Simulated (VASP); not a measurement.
# CaB2 in VASP: a series of runs

Runs on CaB2. Level: PBE. Tasks: single point.

Program: VASP 6.6.1. These are calculated values, not measurements. Logs are shortened: lines on timing, memory, paths and dates and some standing lists are left out, and cuts for length are marked.

**1. The cell of the first run**

It takes space group P6/mmm (No. 191, hexagonal). The conventional cell has a = 3.226 Å, b = 3.226 Å, c = 4.067 Å, α = 90.00°, β = 90.00°, γ = 120.00°. Within 3.6 Å of Ca (site symmetry 6/mmm) lie 12 B at 2.76 Å and 6 Ca at 3.23 Å. Within 2.5 Å of B (site symmetry -6m2) lie 3 B at 1.86 Å.

**2. Single point, PBE**

The input, INCAR:

```
PREC     = Accurate       # precision mode
ENCUT    = 520            # plane-wave cutoff, eV
EDIFF    = 1E-7           # SCF threshold, eV
ISMEAR   = -1             # smearing method
SIGMA    = 0.1            # smearing width, eV
LREAL    = False          # projectors in reciprocal space
LASPH    = True           # aspherical terms in the spheres
NELM     = 100            # most SCF steps
ALGO     = Normal         # electronic algorithm
ISIF     = 2              # what is computed and relaxed
LWAVE    = False          # write WAVECAR
LCHARG   = False          # write CHGCAR
GGA      = PE             # functional
NBANDS   = 15             # bands
```

The input, KPOINTS:

```
regular mesh
0
Gamma
  12 12 9
```

The input, POSCAR:

```
CaB2
1.0
    3.2264300000      0.0000000000      0.0000000000
   -1.6132150000      2.7941710000      0.0000000000
    0.0000000000      0.0000000000      4.0673920000
Ca B
1 2
Direct
    0.0000000000      0.0000000000      0.0000000000
    0.3333333333      0.6666666667      0.5000000000
    0.6666666667      0.3333333333      0.5000000000
```

Potentials or basis: VASP PAW PBE potentials, release 64 (Ca_sv, B).

The run is started by

```sh
$ cat potpaw_PBE.64/Ca_sv/POTCAR potpaw_PBE.64/B/POTCAR > POTCAR
$ mpirun -np 1 vasp_std > vasp.out
```

OUTCAR:

```text
PREC = Accurate
   ENCUT = 520
   EDIFF = 1E-7
   ISMEAR = -1
   LREAL = False
   LASPH = True
   NELM = 100
   ISIF = 2
   GGA = PE

 ion  position               nearest neighbor table
   1  0.000  0.000  0.000-
   2  0.333  0.667  0.500-   3 1.86   3 1.86   3 1.86
   3  0.667  0.333  0.500-   2 1.86   2 1.86   2 1.86

  LATTYP: Found a hexagonal cell.
 ALAT       =     3.2264300000
 C/A-ratio  =     1.2606478368

  Lattice vectors:

 A1 = (   3.2264300000,   0.0000000000,   0.0000000000)
 A2 = (  -1.6132150000,   2.7941710000,   0.0000000000)
 A3 = (   0.0000000000,   0.0000000000,   4.0673920000)

Analysis of symmetry for initial positions (statically):
=====================================================================
 Subroutine PRICEL returns:
 Original cell was already a primitive cell.

 Routine SETGRP: Setting up the symmetry group for a
 hexagonal supercell.

 Subroutine GETGRP returns: Found 24 space group operations
 (whereof 24 operations were pure point group operations)
 out of a pool of 24 trial point group operations.

The static configuration has the point symmetry D_6h.

Analysis of symmetry for dynamics (positions and initial velocities):
=====================================================================
 Subroutine PRICEL returns:
 Original cell was already a primitive cell.

 Routine SETGRP: Setting up the symmetry group for a
 hexagonal supercell.

 Subroutine GETGRP returns: Found 24 space group operations
 (whereof 24 operations were pure point group operations)
 out of a pool of 24 trial point group operations.

The dynamic configuration has the point symmetry D_6h.

 Subroutine INISYM returns: Found 24 space group operations
 (whereof 24 operations are pure point group operations),
 and found     1 'primitive' translations

----------------------------------------------------------------------------------------

                                     Primitive cell

  volume of cell :      36.6683

  direct lattice vectors                    reciprocal lattice vectors
     3.226430000  0.000000000  0.000000000     0.309940089  0.178943952  0.000000000
    -1.613215000  2.794171000  0.000000000     0.000000000  0.357887903  0.000000000
     0.000000000  0.000000000  4.067392000     0.000000000  0.000000000  0.245857788

  length of vectors
     3.226430000  3.226430569  4.067392000     0.357887966  0.357887903  0.245857788

  position of ions in fractional coordinates (direct lattice)
     0.000000000  0.000000000  0.000000000
     0.333333333  0.666666667  0.500000000
     0.666666667  0.333333333  0.500000000

  ion indices of the primitive-cell ions
   primitive index   ion index
                 1           1
                 2           2
                 3           3

----------------------------------------------------------------------------------------

 KPOINTS: regular mesh

Automatic generation of k-mesh.
 Grid dimensions read from file:
 generate k-points for:   12   12    9

 Generating k-lattice:

  Cartesian coordinates                     Fractional coordinates (reciprocal lattice)
     0.025828341  0.014911996  0.000000000     0.083333333 -0.000000000  0.000000000
     0.000000000  0.029823992  0.000000000     0.000000000  0.083333333  0.000000000
     0.000000000  0.000000000  0.027317532     0.000000000  0.000000000  0.111111111

  Length of vectors
     0.029823997  0.029823992  0.027317532

  Shift w.r.t. Gamma in fractional coordinates (k-lattice)
     0.000000000  0.000000000  0.000000000

 Subroutine IBZKPT returns following result:
 ===========================================

 Found     95 irreducible k-points:

 Following reciprocal coordinates:
            Coordinates               Weight
  0.000000  0.000000  0.000000      1.000000
  0.083333 -0.000000  0.000000      6.000000
  0.166667 -0.000000  0.000000      6.000000
  0.250000 -0.000000  0.000000      6.000000
  0.333333 -0.000000  0.000000      6.000000
  0.416667 -0.000000  0.000000      6.000000
[... 16 lines left out ...]
  0.250000 -0.000000  0.111111     12.000000
  0.333333 -0.000000  0.111111     12.000000
 [... further k-points ...]
   k-points           NKPTS =     95   k-points in BZ     NKDIM =     95   number of bands    NBANDS=     15
   number of dos      NEDOS =    301   number of ions     NIONS =      3
   total plane-waves  NPLWV =  17280
   dimension x,y,z NGX =    24 NGY =   24 NGZ =   30
   dimension x,y,z NGXF=    48 NGYF=   48 NGZF=   60
   ions per type =               1   2
   NGX,Y,Z   is equivalent  to a cutoff of  12.37, 12.37, 12.26 a.u.
   NGXF,Y,Z  is equivalent  to a cutoff of  24.73, 24.73, 24.52 a.u.
 SYSTEM =  unknown system
   PREC   = accura    normal or accurate (medium, high low for compatibility)
   ISTART =      0    job   : 0-new  1-cont  2-samecut
   ICHARG =      2    charge: 1-file 2-atom 10-const
   ISPIN  =      1    spin polarized calculation?
   LNONCOLLINEAR =      F non collinear calculations
   LSORBIT =      F    spin-orbit coupling
   LASPH  =      T    aspherical Exc in radial PAW
   ENCUT  =  520.0 eV  38.22 Ry    6.18 a.u.   6.00  6.00  7.56*2*pi/ulx,y,z
   NELM   =    100;   NELMIN=  2; NELMDL= -5     # of ELM steps
   EDIFF  = 0.1E-06   stopping-criterion for ELM
   LREAL  =      F    real-space projection
   EDIFFG = 0.1E-05   stopping-criterion for IOM
   NSW    =      0    number of steps for IOM
   IBRION =     -1    ionic relax: 0-MD 1-quasi-New 2-CG
   NFREE  =      0    steps in history (QN), initial steepest desc. (CG)
   ISIF   =      2    stress and relaxation
   ISYM   =      2    0-nonsym 1-usesym 2-fastsym
   POTIM  = 0.5000    time-step for ionic-motion
   TEBEG  =    0.0;   TEEND  =   0.0 temperature during run
   PSTRESS=    0.0 pullay stress
   NELECT =      16.0000    total number of electrons
   NUPDOWN=      -1.0000    fix difference up-down
   EMIN   =  10.00;   EMAX   =-10.00  energy-range for DOS
   EFERMI =   0.00;   METHOD = LEGACY
   ISMEAR =    -1;   SIGMA  =   0.10  broadening in eV -4-tet -1-fermi 0-gaus
   EFERMI_NEDOS =   21; number of points for ismear=-14 and -15
   IALGO  =     38    algorithm
   IMIX   =      4    mixing-type and parameters
     AMIX     =   0.40;   BMIX     =  1.00
     AMIX_MAG =   1.60;   BMIX_MAG =  1.00
  volume/ion in A,a.u.               =      12.22        82.48
  Fermi-wavevector in a.u.,A,eV,Ry     =   1.241703  2.346478 20.977822  1.541826
  Thomas-Fermi vector in A             =   2.376089
   LORBIT       =      0    0 simple, 1 ext, 2 COOP (PROOUT), +10 PAW based schemes
   GGA     = PE    functional components
   LHFCALC =     F    Hartree Fock is set to
   AEXX    =    0.0000 exact exchange contribution
   IVDW    =     0    specifies the selected vdW correction
   LEPSILON=     F    determine dielectric tensor
   LRPA    =     F    only Hartree local field effects (RPA)
 non-spin polarized calculation
  energy-cutoff  :      520.00
  volume of cell :       36.67
 maximum number of plane-waves:      1008
 NGX is ok and might be reduce to    24
   NGX = 11   NGY = 11   NGZ = 15

 number of electron      16.0000003 magnetization

 Free energy of the ion-electron system (eV)
  ---------------------------------------------------
  ext. energy  EPLUGINS =         0.00000000
  ---------------------------------------------------
  free energy    TOTEN  =       -15.75622432 eV

  energy without entropy =      -15.72239971  energy(sigma->0) =      -15.73931202

 E-fermi :   4.6411     XC(G=0): -10.8134

 val. band max:        4.6227352727   @ k =   0.0833   0.0833   0.4444
 cond. band min:       4.6524720745   @ k =   0.3333   0.2500   0.3333
 fundamental gap:      0.0297368018
 Fermi energy:         4.6410584215

 k-point     1 :       0.0000    0.0000    0.0000
  band No.  band energies     occupation
      1     -35.0641      2.00000
      2     -16.0654      2.00000
      3     -15.8555      2.00000
      4     -15.8555      2.00000
      5      -5.7753      2.00000
      6       2.8506      2.00000
      7       4.9918      0.05822
      8       4.9918      0.05822
      9       5.0668      0.02793
     10      10.0679      0.00000
     11      10.0679      0.00000
     12      10.9200      0.00000
     13      10.9200      0.00000
     14      11.5361      0.00000
     15      11.6700      0.00000

 k-point     2 :       0.0833   -0.0000    0.0000
  band No.  band energies     occupation
      1     -35.0567      2.00000
      2     -16.0548      2.00000
      3     -15.9105      2.00000
      4     -15.8669      2.00000
      5      -5.6548      2.00000
      6       2.8586      2.00000
      7       4.4983      1.61303
      8       4.8643      0.19372
      9       5.2221      0.00598
     10       9.6874      0.00000
     11      10.0054      0.00000
     12      10.8449      0.00000
     13      10.9262      0.00000
     14      11.6382      0.00000
     15      12.0813      0.00000

 k-point     3 :       0.1667   -0.0000    0.0000
  band No.  band energies     occupation
      1     -35.0363      2.00000
      2     -16.0576      2.00000
      3     -16.0257      2.00000
      4     -15.8979      2.00000
      5      -5.3019      2.00000
      6       2.8902      2.00000
      7       3.3507      2.00000
      8       4.5370      1.47785
      9       5.6178      0.00011
     10       9.0286      0.00000
     11      10.1247      0.00000
     12      10.6439      0.00000
     13      10.6491      0.00000
     14      11.5366      0.00000
     15      12.4845      0.00000

 k-point     4 :       0.2500   -0.0000    0.0000
  band No.  band energies     occupation
      1     -35.0082      2.00000
      2     -16.2518      2.00000
      3     -15.9858      2.00000
      4     -15.9398      2.00000
      5      -4.7374      2.00000
      6       1.9798      2.00000
      7       2.9603      2.00000
      8       4.1360      1.98727
      9       5.9716      0.00000
     10       8.7609      0.00000
     11       9.7479      0.00000
     12      10.4007      0.00000
     13      10.5604      0.00000
     14      11.3827      0.00000
     15      12.6982      0.00000
[... 307 lines left out ...]
 k-point    22 :       0.1667   -0.0000    0.1111
  band No.  band energies     occupation
      1     -35.0358      2.00000
      2     -16.0586      2.00000
      3     -16.0394      2.00000
      4     -15.8970      2.00000
      5      -5.2172      2.00000
      6       2.5048      2.00000
      7       3.3895      1.99999
      8       4.5388      1.47109
      9       5.9882      0.00000
     10       8.7672      0.00000
     11       9.8497      0.00000
     12      10.8239      0.00000
     13      10.8630      0.00000
     14      11.4157      0.00000
     15      12.6133      0.00000

 k-point    23 :       0.2500   -0.0000    0.1111
  band No.  band energies     occupation
      1     -35.0077      2.00000
      2     -16.2500      2.00000
      3     -16.0000      2.00000
      4     -15.9388      2.00000
      5      -4.6710      2.00000
      6       1.9544      2.00000
      7       2.7704      2.00000
      8       4.1054      1.99061
      9       6.1319      0.00000
     10       8.4983      0.00000
     11      10.0870      0.00000
     12      10.1446      0.00000
     13      10.8861      0.00000
     14      11.4819      0.00000
     15      12.5793      0.00000

 k-point    24 :       0.3333   -0.0000    0.1111
  band No.  band energies     occupation
      1     -34.9795      2.00000
      2     -16.4367      2.00000
      3     -15.9801      2.00000
      4     -15.9581      2.00000
      5      -3.9427      2.00000
      6       0.5853      2.00000
      7       3.0012      2.00000
      8       3.7271      1.99979
      9       5.8954      0.00001
     10       8.5320      0.00000
     11       9.6778      0.00000
     12      10.2489      0.00000
     13      11.2613      0.00000
     14      11.5313      0.00000
     15      12.8598      0.00000

 [... further k-points ...]

------------------------ aborting loop because EDIFF is reached ----------------------------------------

  FORCE on cell =-STRESS in cart. coord.  units (eV):
  Direction    XX          YY          ZZ          XY          YZ          ZX
  --------------------------------------------------------------------------------------
  -------------------------------------------------------------------------------------
  Total       -0.1237007     -0.1237007      0.1395929      0.0000000     -0.0000000      0.0000000
  in kB       -5.4049461     -5.4049487      6.0993377      0.0000000     -0.0000000      0.0000000
  external PRESSURE =      -1.5701857 kB  Pullay stress =       0.0000000 kB

 VOLUME and BASIS-vectors are now :
 -----------------------------------------------------------------------------
  energy-cutoff  :      520.00
  volume of cell :       36.67
      direct lattice vectors                 reciprocal lattice vectors
     3.226430000  0.000000000  0.000000000     0.309940089  0.178943952  0.000000000
    -1.613215000  2.794171000  0.000000000     0.000000000  0.357887903  0.000000000
     0.000000000  0.000000000  4.067392000     0.000000000  0.000000000  0.245857788

 POSITION                                       TOTAL-FORCE (eV/Angst)
 -----------------------------------------------------------------------------------
      0.00000      0.00000      0.00000        -0.000000      0.000000      0.000000
     -0.00000      1.86278      2.03370        -0.000000     -0.000000     -0.000000
      1.61322      0.93139      2.03370         0.000000      0.000000      0.000000
 -----------------------------------------------------------------------------------
    total drift:                               -0.000000      0.000000      0.000000

  FREE ENERGIE OF THE ION-ELECTRON SYSTEM (eV)
  ---------------------------------------------------
  free  energy   TOTEN  =       -15.7562243227 eV

  energy  without entropy=      -15.7223997133  energy(sigma->0) =      -15.73931202
```

Run time: 32 s. Hardware: 1 thread of Intel Xeon 8259CL, shared host; peak memory 0.18 GiB.

Results:

* Free energy: -15.7562 eV
* Pressure: -0.2 GPa
* Band gap on the k mesh: zero (bands 8 and 9 overlap by 1.60 eV)

Stress tensor (GPa, compression positive):
```
-0.54  0.00  0.00
 0.00 -0.54  0.00
 0.00  0.00  0.61
```

**3. Single point, PBE**

The input, INCAR:

```
ALGO = Normal
EDIFF = 1E-6
ENCUT = 520
GGA = PE
ISIF = 2
ISMEAR = -1
LASPH = T
LCHARG = F
LREAL = F
LWAVE = F
NBANDS = 15
NELM = 60
PREC = Accurate
SIGMA = 0.1
```

The input, KPOINTS:

```
k-points
0
Gamma
  12 12 9
```

The input, POSCAR:

```
CaB2
1.0
    3.2264300000     -0.0483964500      0.0000000000
   -1.6551275650      2.8183692250      0.0000000000
    0.0000000000      0.0000000000      4.0673920000
Ca B
1 2
Direct
    0.0000000000      0.0000000000      0.0000000000
    0.3333333333      0.6666666667      0.5000000000
    0.6666666667      0.3333333333      0.5000000000
```

Potentials or basis: VASP PAW PBE potentials, release 64 (Ca_sv, B).

The run is started by

```sh
$ cat potpaw_PBE.64/Ca_sv/POTCAR potpaw_PBE.64/B/POTCAR > POTCAR
$ mpirun -np 1 vasp_std > vasp.out
```

Wall time 2.1 min (1 thread of Intel Xeon 8259CL, shared host); peak memory 0.31 GiB.

The run converged. Its results:

```
Free energy            : -15.7444 eV
Pressure               : -0.1 GPa
Largest force          : 0.054 eV/Å
Band gap on the k mesh : zero (bands 8 and 9 overlap by 1.69 eV)
```

Forces on the atoms (eV/Å):
```
Ca   0.000  0.000  0.000
B   -0.053 -0.011  0.000
B    0.053  0.011  0.000
```

Stress tensor (GPa, compression positive):
```
-0.40  3.46  0.00
 3.46 -0.55  0.00
 0.00  0.00  0.63
```

Levels at points of the mesh, in eV from the Fermi level:
```
           k point  band 4  band 5  band 6  band 7  band 8  band 9  band 10  band 11  band 12  band 13
(0.00, 0.00, 0.00)  -20.50  -10.43   -1.80    0.24    0.40    0.47     5.28     5.56     6.21     6.30
(0.50, 0.00, 0.00)  -20.55   -6.72   -6.36   -1.36   -1.34    0.91     3.07     5.19     6.02     6.76
(0.00, 0.50, 0.00)  -20.55   -6.87   -6.36   -1.41   -1.19    1.01     3.14     5.31     6.29     6.60
(0.50, 0.50, 0.00)  -20.56   -7.01   -6.37   -1.48   -1.01    1.09     3.20     5.43     6.44     6.55
```

**4. Single point, PBE**

The input, INCAR:

```
SYSTEM = CaB2
PREC = Accurate ; ENCUT = 520
EDIFF = 1E-7 ; ISMEAR = -1
SIGMA = 0.1 ; LREAL = .FALSE.
LASPH = .TRUE. ; NELM = 80
ALGO = Normal ; ISIF = 2
LWAVE = .FALSE. ; LCHARG = .TRUE.
GGA = PE ; LELF = .TRUE.
LVHAR = .TRUE. ; NBANDS = 15
```

The input, KPOINTS:

```
Automatic mesh
0
G
  12 12 9
  0 0 0
```

The input, POSCAR:

```
CaB2
1.0
    3.2264300000     -0.0241982250      0.0000000000
   -1.6341712825      2.8062701125      0.0000000000
    0.0000000000      0.0000000000      4.0673920000
Ca B
1 2
Direct
    0.0000000000      0.0000000000      0.0000000000
    0.3333333333      0.6666666667      0.5000000000
    0.6666666667      0.3333333333      0.5000000000
```

The run is started by

```sh
$ cat potpaw_PBE.64/Ca_sv/POTCAR potpaw_PBE.64/B/POTCAR > POTCAR
$ mpirun -np 1 vasp_std > vasp.out
```

Wall time 2.7 min (1 thread of Intel Xeon 8259CL, shared host); peak memory 0.32 GiB.

Results (log left out):

| Property | Result |
| --- | --- |
| Free energy | -15.7533 eV |
| Pressure | -0.1 GPa |
| Largest force | 0.027 eV/Å |
| Band gap on the k mesh | zero (bands 8 and 9 overlap by 1.69 eV) |

Forces in eV/Å, atoms in the order of the input:
```
Ca   0.000  0.000  0.000
B   -0.027 -0.003  0.000
B    0.027  0.003  0.000
```

Stress tensor (GPa, compression positive):
```
-0.51  1.73  0.00
 1.73 -0.55  0.00
 0.00  0.00  0.61
```

Levels at points of the mesh, in eV from the Fermi level:
| k point | band 6 | band 7 | band 8 | band 9 | band 10 | band 11 |
| --- | --- | --- | --- | --- | --- | --- |
| (0.00, 0.00, 0.00) | -1.79 | 0.30 | 0.39 | 0.43 | 5.35 | 5.49 |
| (0.50, 0.00, 0.00) | -6.36 | -1.37 | -1.27 | 0.97 | 3.11 | 5.25 |
| (0.00, 0.50, 0.00) | -6.36 | -1.40 | -1.18 | 1.01 | 3.14 | 5.31 |
| (0.50, 0.50, 0.00) | -6.36 | -1.44 | -1.09 | 1.06 | 3.17 | 5.37 |

**5. Summary**

```tsv
cell	gap on the mesh (eV)	pressure (GPa)	largest force (eV/Å)
a = 3.226, b = 3.226, c = 4.067 Å, angles 90.0, 90.0, 120.0°, 3 atoms	none	-0.2	-
a = 3.227, b = 3.268, c = 4.067 Å, angles 90.0, 90.0, 121.3°, 3 atoms	none	-0.1	0.05
a = 3.227, b = 3.247, c = 4.067 Å, angles 90.0, 90.0, 120.6°, 3 atoms	none	-0.1	0.03
```

Alike in all rows: task single point; level PBE; potentials or basis VASP PAW PBE potentials, release 64 (Ca_sv, B); no spin polarisation; k mesh 12 × 12 × 9; cutoff (eV) 520; smearing fermi-dirac 0.1 eV.

Absolute energies hang on the potentials; compare differences alone.
